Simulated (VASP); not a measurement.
# MgO (P-6m2) in VASP: notebook, part 2 of 2

VASP 6.6.1. The steps go on from the part before.

**3. Single point, PBE (strain -0.030 along x and y, +0.030 along z)**

INCAR reads:

```
ALGO = Normal
EDIFF = 1E-6
ENCUT = 520
GGA = PE
ISIF = 2
ISMEAR = 0
LASPH = T
LCHARG = F
LREAL = F
LWAVE = F
NBANDS = 11
NELM = 60
PREC = Accurate
SIGMA = 0.05
```

KPOINTS reads:

```
k-points
0
Gamma
  9 9 8
```

POSCAR reads:

```
MgO
1.0
    2.8498802763      0.0000000000      0.0000000000
   -1.4249401382      2.4680687170      0.0000000000
    0.0000000000      0.0000000000      2.7600704000
Mg O
1 1
Direct
    0.0000000000      0.0000000000      0.0000000000
    0.3333333333      0.6666666667      0.5000000000
```

Potentials or basis: VASP PAW PBE potentials, release 64 (Mg, O).

Launch:

```
> cat potpaw_PBE.64/Mg/POTCAR potpaw_PBE.64/O/POTCAR > POTCAR
> mpirun -np 1 vasp_std > vasp.out
```

OUTCAR:

```text
EDIFF = 1E-6
   ENCUT = 520
   GGA = PE
   ISIF = 2
   ISMEAR = 0
   LASPH = T
   LREAL = F
   NELM = 60
   PREC = Accurate

 ion  position               nearest neighbor table
   1  0.000  0.000  0.000-   2 2.15   2 2.15   2 2.15   2 2.15   2 2.15   2 2.15
   2  0.333  0.667  0.500-   1 2.15   1 2.15   1 2.15   1 2.15   1 2.15   1 2.15

  LATTYP: Found a hexagonal cell.
 ALAT       =     2.8498802763
 C/A-ratio  =     0.9684864389

  Lattice vectors:

 A1 = (   2.8498802763,   0.0000000000,   0.0000000000)
 A2 = (  -1.4249401382,   2.4680687170,   0.0000000000)
 A3 = (   0.0000000000,   0.0000000000,   2.7600704000)

Analysis of symmetry for initial positions (statically):
=====================================================================
 Subroutine PRICEL returns:
 Original cell was already a primitive cell.

 Routine SETGRP: Setting up the symmetry group for a
 hexagonal supercell.

 Subroutine GETGRP returns: Found 12 space group operations
 (whereof 12 operations were pure point group operations)
 out of a pool of 24 trial point group operations.

The static configuration has the point symmetry D_3h.

Analysis of symmetry for dynamics (positions and initial velocities):
=====================================================================
 Subroutine PRICEL returns:
 Original cell was already a primitive cell.

 Routine SETGRP: Setting up the symmetry group for a
 hexagonal supercell.

 Subroutine GETGRP returns: Found 12 space group operations
 (whereof 12 operations were pure point group operations)
 out of a pool of 24 trial point group operations.

The dynamic configuration has the point symmetry D_3h.

 Subroutine INISYM returns: Found 12 space group operations
 (whereof 12 operations are pure point group operations),
 and found     1 'primitive' translations

----------------------------------------------------------------------------------------

                                     Primitive cell

  volume of cell :      19.4135

  direct lattice vectors                    reciprocal lattice vectors
     2.849880276  0.000000000  0.000000000     0.350891933  0.202587552  0.000000000
    -1.424940138  2.468068717  0.000000000     0.000000000  0.405175104  0.000000000
     0.000000000  0.000000000  2.760070400     0.000000000  0.000000000  0.362309599

  length of vectors
     2.849880276  2.849880276  2.760070400     0.405175104  0.405175104  0.362309599

  position of ions in fractional coordinates (direct lattice)
     0.000000000  0.000000000  0.000000000
     0.333333333  0.666666667  0.500000000

  ion indices of the primitive-cell ions
   primitive index   ion index
                 1           1
                 2           2

----------------------------------------------------------------------------------------

 KPOINTS: k-points

Automatic generation of k-mesh.
 Grid dimensions read from file:
[... 22 lines left out ...]
  0.000000  0.000000  0.000000      1.000000
  0.111111  0.000000  0.000000      6.000000
  0.222222 -0.000000  0.000000      6.000000
  0.333333  0.000000  0.000000      6.000000
  0.444444 -0.000000  0.000000      6.000000
  0.111111  0.111111  0.000000      6.000000
[... 16 lines left out ...]
  0.333333  0.222222  0.125000     24.000000
  0.333333  0.333333  0.125000      4.000000
 [... further k-points ...]
   k-points           NKPTS =     60   k-points in BZ     NKDIM =     60   number of bands    NBANDS=     11
   number of dos      NEDOS =    301   number of ions     NIONS =      2
   total plane-waves  NPLWV =  13824
   dimension x,y,z NGX =    24 NGY =   24 NGZ =   24
   dimension x,y,z NGXF=    48 NGYF=   48 NGZF=   48
   ions per type =               1   1
   NGX,Y,Z   is equivalent  to a cutoff of  14.00, 14.00, 14.46 a.u.
   NGXF,Y,Z  is equivalent  to a cutoff of  28.00, 28.00, 28.91 a.u.
 SYSTEM =  unknown system
   PREC   = accura    normal or accurate (medium, high low for compatibility)
   ISTART =      0    job   : 0-new  1-cont  2-samecut
   ICHARG =      2    charge: 1-file 2-atom 10-const
   ISPIN  =      1    spin polarized calculation?
   LNONCOLLINEAR =      F non collinear calculations
   LSORBIT =      F    spin-orbit coupling
   LASPH  =      T    aspherical Exc in radial PAW
   ENCUT  =  520.0 eV  38.22 Ry    6.18 a.u.   5.30  5.30  5.13*2*pi/ulx,y,z
   NELM   =     60;   NELMIN=  2; NELMDL= -5     # of ELM steps
   EDIFF  = 0.1E-05   stopping-criterion for ELM
   LREAL  =      F    real-space projection
   EDIFFG = 0.1E-04   stopping-criterion for IOM
   NSW    =      0    number of steps for IOM
   IBRION =     -1    ionic relax: 0-MD 1-quasi-New 2-CG
   NFREE  =      0    steps in history (QN), initial steepest desc. (CG)
   ISIF   =      2    stress and relaxation
   ISYM   =      2    0-nonsym 1-usesym 2-fastsym
   POTIM  = 0.5000    time-step for ionic-motion
   TEBEG  =    0.0;   TEEND  =   0.0 temperature during run
   PSTRESS=    0.0 pullay stress
   NELECT =       8.0000    total number of electrons
   NUPDOWN=      -1.0000    fix difference up-down
   EMIN   =  10.00;   EMAX   =-10.00  energy-range for DOS
   EFERMI =   0.00;   METHOD = LEGACY
   ISMEAR =     0;   SIGMA  =   0.05  broadening in eV -4-tet -1-fermi 0-gaus
   EFERMI_NEDOS =   21; number of points for ismear=-14 and -15
   IALGO  =     38    algorithm
   IMIX   =      4    mixing-type and parameters
     AMIX     =   0.40;   BMIX     =  1.00
     AMIX_MAG =   1.60;   BMIX_MAG =  1.00
  volume/ion in A,a.u.               =       9.71        65.50
  Fermi-wavevector in a.u.,A,eV,Ry     =   1.218251  2.302161 20.192893  1.484136
  Thomas-Fermi vector in A             =   2.353544
   LORBIT       =      0    0 simple, 1 ext, 2 COOP (PROOUT), +10 PAW based schemes
   GGA     = PE    functional components
   LHFCALC =     F    Hartree Fock is set to
   AEXX    =    0.0000 exact exchange contribution
   IVDW    =     0    specifies the selected vdW correction
   LEPSILON=     F    determine dielectric tensor
   LRPA    =     F    only Hartree local field effects (RPA)
 non-spin polarized calculation
 Gauss-broadening in eV      SIGMA  =   0.05
  energy-cutoff  :      520.00
  volume of cell :       19.41
 maximum number of plane-waves:       539
 NGX is ok and might be reduce to    24
   NGX = 11   NGY = 11   NGZ = 11

 number of electron       7.9999999 magnetization

 Free energy of the ion-electron system (eV)
  ---------------------------------------------------
  ext. energy  EPLUGINS =         0.00000000
  ---------------------------------------------------
  free energy    TOTEN  =       -11.14797424 eV

  energy without entropy =      -11.14797424  energy(sigma->0) =      -11.14797424

 E-fermi :   3.9610     XC(G=0): -10.8980

 val. band max:        3.6759097560   @ k =   0.0000   0.0000   0.5000
 cond. band min:       6.5684938395   @ k =   0.0000   0.0000   0.0000
 fundamental gap:      2.8925840835
 Fermi energy:         3.9609510214

 k-point     1 :       0.0000    0.0000    0.0000
  band No.  band energies     occupation
      1     -13.9998      2.00000
      2       2.6193      2.00000
      3       3.2721      2.00000
      4       3.2721      2.00000
      5       6.5685      0.00000
      6      15.3079      0.00000
      7      20.2301      0.00000
      8      20.2301      0.00000
      9      23.7338      0.00000
     10      24.2623      0.00000
     11      26.4544      0.00000
[... 309 lines left out ...]
 k-point    24 :       0.3333    0.3333    0.1250
  band No.  band energies     occupation
      1     -12.5526      2.00000
      2       0.0504      2.00000
      3       0.1044      2.00000
      4       2.5951      2.00000
      5      11.8350      0.00000
      6      15.3711      0.00000
      7      15.7075      0.00000
      8      20.7885      0.00000
      9      20.8222      0.00000
     10      26.1399      0.00000
     11      27.1253      0.00000

 [... further k-points ...]

------------------------ aborting loop because EDIFF is reached ----------------------------------------

  FORCE on cell =-STRESS in cart. coord.  units (eV):
  Direction    XX          YY          ZZ          XY          YZ          ZX
  --------------------------------------------------------------------------------------
  -------------------------------------------------------------------------------------
  Total        1.6484989      1.6484989     -2.2487141     -0.0000000      0.0000000      0.0000000
  in kB      136.0489565    136.0489565   -185.5841165     -0.0000000      0.0000000      0.0000000
  external PRESSURE =      28.8379322 kB  Pullay stress =       0.0000000 kB

 VOLUME and BASIS-vectors are now :
 -----------------------------------------------------------------------------
  energy-cutoff  :      520.00
  volume of cell :       19.41
      direct lattice vectors                 reciprocal lattice vectors
     2.849880276  0.000000000  0.000000000     0.350891933  0.202587552  0.000000000
    -1.424940138  2.468068717  0.000000000     0.000000000  0.405175104  0.000000000
     0.000000000  0.000000000  2.760070400     0.000000000  0.000000000  0.362309599

 POSITION                                       TOTAL-FORCE (eV/Angst)
 -----------------------------------------------------------------------------------
      0.00000      0.00000      0.00000        -0.000000      0.000000      0.000000
     -0.00000      1.64538      1.38004         0.000000      0.000000      0.000000
 -----------------------------------------------------------------------------------
    total drift:                                0.000000     -0.000000     -0.000000

  FREE ENERGIE OF THE ION-ELECTRON SYSTEM (eV)
  ---------------------------------------------------
  free  energy   TOTEN  =       -11.1479742400 eV

  energy  without entropy=      -11.1479742400  energy(sigma->0) =      -11.14797424
```

Wall time 25 s (1 thread of AMD EPYC 7R13, shared host); peak memory 0.11 GiB.

What came out:

```yaml
Free_energy: -11.1480 eV
Pressure: 2.9 GPa
Band_gap_on_the_k_mesh: 2.89 eV, indirect (least direct gap 3.30 eV)
```

Caveat: the cell differs from its parent crystal (strain -0.030 along x and y, +0.030 along z). A k mesh can miss the band edges.
